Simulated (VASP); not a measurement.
# BeS (I-4m2) in VASP: a series of runs

Runs on BeS. Level: LDA. Tasks: single point.

All numbers are computed with VASP 6.6.1; they aren't measurements. Logs are shortened: lines on timing, memory, paths and dates and some standing lists are left out, and cuts for length are marked.

## 1. The cell of the first run

It takes space group I-4m2 (No. 119, tetragonal). The conventional cell has a = 3.358 Å, b = 3.358 Å, c = 4.835 Å, α = 90.00°, β = 90.00°, γ = 90.00°. Within 2.7 Å of Be (site symmetry -4m2) lie 4 S at 2.07 Å. S (site symmetry -4m2) has 4 Be at 2.07 Å within 2.7 Å.

## 2. Single point, LDA (in-plane strain -0.01, then relaxed in part)

Input file INCAR:

```
PREC = Accurate
ENCUT = 520
EDIFF = 1E-6
ISMEAR = 0
SIGMA = 0.01
LREAL = False
LASPH = True
NELM = 80
ALGO = Normal
ISIF = 2
LWAVE = False
LCHARG = False
GGA = CA
NBANDS = 11
```

Input file KPOINTS:

```
regular mesh
0
Gamma
  8 8 8
```

Input file POSCAR:

```
BeS
1.0
    2.3741863783      2.3741863783      0.0000000000
   -2.3741863783      2.3741863783      0.0000000000
    0.0000000000      2.3741863783      2.4176143978
Be S
1 1
Direct
    0.0000000000      0.0000000000      0.0000000000
    0.7500000000      0.2500000000      0.5000000000
```

Potentials or basis: VASP PAW LDA potentials, release 64 (Be, S).

Launch:

```sh
$ cat potpaw_LDA.64/Be/POTCAR potpaw_LDA.64/S/POTCAR > POTCAR
$ mpirun -np 1 vasp_std > vasp.out
```

OUTCAR:

```text
PREC = Accurate
   ENCUT = 520
   EDIFF = 1E-6
   ISMEAR = 0
   LREAL = False
   LASPH = True
   NELM = 80
   ISIF = 2
   GGA = CA

 ion  position               nearest neighbor table
   1  0.000  0.000  0.000-   2 2.07   2 2.07   2 2.07   2 2.07
   2  0.750  0.250  0.500-   1 2.07   1 2.07   1 2.07   1 2.07

  LATTYP: Found a body centered tetragonal cell.
 ALAT       =     3.3576065758
 C/A-ratio  =     1.4400820008

  Lattice vectors:

 A1 = (   2.3741863783,   0.0000000000,  -2.4176143978)
 A2 = (  -2.3741863783,   0.0000000000,  -2.4176143978)
 A3 = (   0.0000000000,   2.3741863783,   2.4176143978)

Analysis of symmetry for initial positions (statically):
=====================================================================
 Subroutine PRICEL returns:
 Original cell was already a primitive cell.

 Routine SETGRP: Setting up the symmetry group for a
 body centered tetragonal supercell.

 Subroutine GETGRP returns: Found  8 space group operations
 (whereof  8 operations were pure point group operations)
 out of a pool of 16 trial point group operations.

The static configuration has the point symmetry D_2d.

Analysis of symmetry for dynamics (positions and initial velocities):
=====================================================================
 Subroutine PRICEL returns:
 Original cell was already a primitive cell.

 Routine SETGRP: Setting up the symmetry group for a
 body centered tetragonal supercell.

 Subroutine GETGRP returns: Found  8 space group operations
 (whereof  8 operations were pure point group operations)
 out of a pool of 16 trial point group operations.

The dynamic configuration has the point symmetry D_2d.

 Subroutine INISYM returns: Found  8 space group operations
 (whereof  8 operations are pure point group operations),
 and found     1 'primitive' translations

----------------------------------------------------------------------------------------

                                     Primitive cell

  volume of cell :      27.2550

  direct lattice vectors                    reciprocal lattice vectors
     2.374186378  2.374186378  0.000000000     0.210598462  0.210598462 -0.206815446
    -2.374186378  2.374186378  0.000000000    -0.210598462  0.210598462 -0.206815446
     0.000000000  2.374186378  2.417614398     0.000000000  0.000000000  0.413630892

  length of vectors
     3.357606576  3.357606576  3.388453974     0.362596267  0.362596267  0.413630892

  position of ions in fractional coordinates (direct lattice)
     0.000000000  0.000000000  0.000000000
     0.750000000  0.250000000  0.500000000

  ion indices of the primitive-cell ions
   primitive index   ion index
                 1           1
                 2           2

----------------------------------------------------------------------------------------

 KPOINTS: regular mesh

Automatic generation of k-mesh.
 Grid dimensions read from file:
 generate k-points for:    8    8    8

 Generating k-lattice:

  Cartesian coordinates                     Fractional coordinates (reciprocal lattice)
     0.026324808  0.026324808 -0.025851931     0.125000000  0.000000000 -0.000000000
    -0.026324808  0.026324808 -0.025851931     0.000000000  0.125000000 -0.000000000
     0.000000000  0.000000000  0.051703862     0.000000000  0.000000000  0.125000000

  Length of vectors
     0.045324533  0.045324533  0.051703862

  Shift w.r.t. Gamma in fractional coordinates (k-lattice)
     0.000000000  0.000000000  0.000000000

 Subroutine IBZKPT returns following result:
 ===========================================

 Found     59 irreducible k-points:

 Following reciprocal coordinates:
            Coordinates               Weight
  0.000000  0.000000  0.000000      1.000000
  0.125000  0.000000  0.000000      8.000000
  0.250000  0.000000  0.000000      8.000000
  0.375000  0.000000  0.000000      8.000000
  0.500000  0.000000  0.000000      4.000000
  0.125000  0.125000  0.000000      8.000000
[... 16 lines left out ...]
  0.250000  0.000000  0.125000      4.000000
  0.375000  0.000000  0.125000      8.000000
 [... further k-points ...]
   k-points           NKPTS =     59   k-points in BZ     NKDIM =     59   number of bands    NBANDS=     11
   number of dos      NEDOS =    301   number of ions     NIONS =      2
   total plane-waves  NPLWV =  21952
   dimension x,y,z NGX =    28 NGY =   28 NGZ =   28
   dimension x,y,z NGXF=    56 NGYF=   56 NGZF=   56
   ions per type =               1   1
   NGX,Y,Z   is equivalent  to a cutoff of  13.86, 13.86, 13.74 a.u.
   NGXF,Y,Z  is equivalent  to a cutoff of  27.73, 27.73, 27.47 a.u.
 SYSTEM =  unknown system
   PREC   = accura    normal or accurate (medium, high low for compatibility)
   ISTART =      0    job   : 0-new  1-cont  2-samecut
   ICHARG =      2    charge: 1-file 2-atom 10-const
   ISPIN  =      1    spin polarized calculation?
   LNONCOLLINEAR =      F non collinear calculations
   LSORBIT =      F    spin-orbit coupling
   LASPH  =      T    aspherical Exc in radial PAW
   ENCUT  =  520.0 eV  38.22 Ry    6.18 a.u.   6.24  6.24  6.30*2*pi/ulx,y,z
   NELM   =     80;   NELMIN=  2; NELMDL= -5     # of ELM steps
   EDIFF  = 0.1E-05   stopping-criterion for ELM
   LREAL  =      F    real-space projection
   EDIFFG = 0.1E-04   stopping-criterion for IOM
   NSW    =      0    number of steps for IOM
   IBRION =     -1    ionic relax: 0-MD 1-quasi-New 2-CG
   NFREE  =      0    steps in history (QN), initial steepest desc. (CG)
   ISIF   =      2    stress and relaxation
   ISYM   =      2    0-nonsym 1-usesym 2-fastsym
   POTIM  = 0.5000    time-step for ionic-motion
   TEBEG  =    0.0;   TEEND  =   0.0 temperature during run
   PSTRESS=    0.0 pullay stress
   NELECT =       8.0000    total number of electrons
   NUPDOWN=      -1.0000    fix difference up-down
   EMIN   =  10.00;   EMAX   =-10.00  energy-range for DOS
   EFERMI =   0.00;   METHOD = LEGACY
   ISMEAR =     0;   SIGMA  =   0.01  broadening in eV -4-tet -1-fermi 0-gaus
   EFERMI_NEDOS =   21; number of points for ismear=-14 and -15
   IALGO  =     38    algorithm
   IMIX   =      4    mixing-type and parameters
     AMIX     =   0.40;   BMIX     =  1.00
     AMIX_MAG =   1.60;   BMIX_MAG =  1.00
  volume/ion in A,a.u.               =      13.63        91.96
  Fermi-wavevector in a.u.,A,eV,Ry     =   1.087984  2.055992 16.105349  1.183710
  Thomas-Fermi vector in A             =   2.224156
   LORBIT       =      0    0 simple, 1 ext, 2 COOP (PROOUT), +10 PAW based schemes
   GGA     = CA    functional components
   LHFCALC =     F    Hartree Fock is set to
   AEXX    =    0.0000 exact exchange contribution
   IVDW    =     0    specifies the selected vdW correction
   LEPSILON=     F    determine dielectric tensor
   LRPA    =     F    only Hartree local field effects (RPA)
 non-spin polarized calculation
 Gauss-broadening in eV      SIGMA  =   0.01
  energy-cutoff  :      520.00
  volume of cell :       27.26
 maximum number of plane-waves:       753
 NGX is ok and might be reduce to    28
   NGX = 13   NGY = 13   NGZ = 13

 number of electron       8.0000001 magnetization

 Free energy of the ion-electron system (eV)
  ---------------------------------------------------
  ext. energy  EPLUGINS =         0.00000000
  ---------------------------------------------------
  free energy    TOTEN  =       -11.13896304 eV

  energy without entropy =      -11.13896304  energy(sigma->0) =      -11.13896304

 E-fermi :   4.6653     XC(G=0): -10.1711

 val. band max:        4.5460753807   @ k =   0.0000   0.0000   0.0000
 cond. band min:       7.2653690987   @ k =   0.5000   0.5000   0.0000
 fundamental gap:      2.7192937180
 Fermi energy:         4.6653323491

 k-point     1 :       0.0000    0.0000    0.0000
  band No.  band energies     occupation
      1      -9.4572      2.00000
      2       4.4415      2.00000
      3       4.5461      2.00000
      4       4.5461      2.00000
      5      10.0267      0.00000
      6      10.0267      0.00000
      7      10.0516      0.00000
      8      10.5748      0.00000
      9      17.1968      0.00000
     10      17.6254      0.00000
     11      19.4758      0.00000

 k-point     2 :       0.1250    0.0000    0.0000
  band No.  band energies     occupation
      1      -9.2676      2.00000
      2       3.2366      2.00000
      3       4.2487      2.00000
      4       4.3381      2.00000
      5      10.0463      0.00000
      6      10.4107      0.00000
      7      10.4253      0.00000
      8      11.8482      0.00000
      9      16.4861      0.00000
     10      16.8170      0.00000
     11      19.1640      0.00000

 k-point     3 :       0.2500    0.0000    0.0000
  band No.  band energies     occupation
      1      -8.7416      2.00000
      2       1.0180      2.00000
      3       3.7987      2.00000
      4       3.9299      2.00000
      5      10.0467      0.00000
      6      10.9586      0.00000
      7      11.0117      0.00000
      8      13.9522      0.00000
      9      16.3314      0.00000
     10      16.4585      0.00000
     11      18.7214      0.00000

 k-point     4 :       0.3750    0.0000    0.0000
  band No.  band energies     occupation
      1      -8.0610      2.00000
      2      -0.8520      2.00000
      3       3.4415      2.00000
      4       3.6064      2.00000
      5      10.0237      0.00000
      6      10.9752      0.00000
      7      11.1002      0.00000
      8      15.3040      0.00000
      9      17.7846      0.00000
     10      17.8539      0.00000
     11      19.0687      0.00000
[... 239 lines left out ...]
 k-point    22 :       0.0000    0.0000    0.1250
  band No.  band energies     occupation
      1      -9.2113      2.00000
      2       3.4548      2.00000
      3       3.9147      2.00000
      4       3.9147      2.00000
      5       9.5900      0.00000
      6      11.0451      0.00000
      7      11.0451      0.00000
      8      11.7005      0.00000
      9      15.1200      0.00000
     10      17.9627      0.00000
     11      19.9613      0.00000

 k-point    23 :       0.2500    0.0000    0.1250
  band No.  band energies     occupation
      1      -8.9587      2.00000
      2       2.1726      2.00000
      3       3.2079      2.00000
      4       4.3250      2.00000
      5      10.3851      0.00000
      6      10.6138      0.00000
      7      11.1311      0.00000
      8      12.7979      0.00000
      9      15.5319      0.00000
     10      17.0825      0.00000
     11      19.8442      0.00000

 k-point    24 :       0.3750    0.0000    0.1250
  band No.  band energies     occupation
      1      -8.3649      2.00000
      2       0.3495      2.00000
      3       2.5572      2.00000
      4       3.9138      2.00000
      5      10.6565      0.00000
      6      11.2368      0.00000
      7      11.4003      0.00000
      8      13.8021      0.00000
      9      15.4905      0.00000
     10      18.6005      0.00000
     11      19.7723      0.00000

 [... further k-points ...]
[... 5 lines left out ...]
  --------------------------------------------------------------------------------------
  -------------------------------------------------------------------------------------
  Total        0.3254973      0.3254973      0.0063247      0.0000000      0.0000000      0.0000000
  in kB       19.1342453     19.1342453      0.3717936      0.0000000      0.0000000      0.0000000
  external PRESSURE =      12.8800947 kB  Pullay stress =       0.0000000 kB

 VOLUME and BASIS-vectors are now :
 -----------------------------------------------------------------------------
  energy-cutoff  :      520.00
  volume of cell :       27.26
      direct lattice vectors                 reciprocal lattice vectors
     2.374186378  2.374186378  0.000000000     0.210598462  0.210598462 -0.206815446
    -2.374186378  2.374186378  0.000000000    -0.210598462  0.210598462 -0.206815446
     0.000000000  2.374186378  2.417614398     0.000000000  0.000000000  0.413630892

 POSITION                                       TOTAL-FORCE (eV/Angst)
 -----------------------------------------------------------------------------------
      0.00000      0.00000      0.00000         0.000000      0.000000      0.000000
      1.18709      3.56128      1.20881        -0.000000     -0.000000      0.000000
 -----------------------------------------------------------------------------------
    total drift:                               -0.000000      0.000000     -0.000000

  FREE ENERGIE OF THE ION-ELECTRON SYSTEM (eV)
  ---------------------------------------------------
  free  energy   TOTEN  =       -11.1389630441 eV

  energy  without entropy=      -11.1389630441  energy(sigma->0) =      -11.13896304
```

It took 22 s on 1 thread of Intel Xeon Platinum 8259CL at 2.50GHz (Skylake/Cascade Lake), shared host; peak memory 0.14 GiB.

What came out:

| Quantity | Value |
| --- | --- |
| Free energy | -11.1390 eV |
| Pressure | 1.3 GPa |
| Band gap on the k mesh | 2.72 eV, indirect (least direct gap 5.48 eV) |

Stress tensor (GPa, compression positive):
```
1.91 0.00 0.00
0.00 1.91 0.00
0.00 0.00 0.04
```

Caveat: the cell differs from its parent crystal (in-plane strain -0.01, then relaxed in part). A k mesh can miss the band edges.

## 3. Single point, LDA (in-plane strain -0.01)

Input file INCAR:

```
SYSTEM = BeS
PREC = Accurate ; ENCUT = 520
EDIFF = 1E-6 ; ISMEAR = 0
SIGMA = 0.01 ; LREAL = .FALSE.
LASPH = .TRUE. ; NELM = 100
ALGO = Normal ; ISIF = 2
LWAVE = .FALSE. ; LCHARG = .TRUE.
LELF = .TRUE. ; LVHAR = .TRUE.
NBANDS = 11
```

Input file KPOINTS:

```
regular mesh
0
G
  8 8 8
  0 0 0
```

Changes to POSCAR since step 2:

```diff
@@ -4,3 +4,3 @@
    -2.3741863783      2.3741863783      0.0000000000
-    0.0000000000      2.3741863783      2.4176143978
+    0.0000000000      2.3741863783      2.4125570672
 Be S
```

Potentials or basis: VASP PAW LDA potentials, release 64 (Be, S).

Launch:

```sh
$ cat potpaw_LDA.64/Be/POTCAR potpaw_LDA.64/S/POTCAR > POTCAR
$ mpirun -np 1 vasp_std > vasp.out
```

Run time: 19 s. Hardware: 1 thread of Intel Xeon Platinum 8259CL at 2.50GHz (Skylake/Cascade Lake), shared host; peak memory 0.14 GiB.

It converged, with:

| Property | Result |
| --- | --- |
| Free energy | -11.1389 eV |
| Pressure | 1.5 GPa |
| Band gap on the k mesh | 2.72 eV, indirect (least direct gap 5.48 eV) |

Stress tensor (GPa, compression positive):
```
2.07 0.00 0.00
0.00 2.07 0.00
0.00 0.00 0.41
```

Levels at points of the mesh, in eV from the valence-band top:
```
           k point  band 1  band 2  band 3  band 4  band 5  band 6  band 7  band 8
(0.00, 0.00, 0.00)  -14.01   -0.09    0.00    0.00    5.48    5.48    5.51    6.05
(0.50, 0.00, 0.00)  -12.25   -6.19   -1.22   -1.07    5.48    6.34    6.47   11.11
(0.50, 0.50, 0.00)  -11.63   -5.28   -2.93   -2.90    2.72    4.68   12.91   13.00
(0.00, 0.00, 0.50)  -11.71   -5.39   -2.78   -2.78    2.86    4.83   12.96   12.96
```

Caveat: the cell differs from its parent crystal (in-plane strain -0.01). A k mesh can miss the band edges.
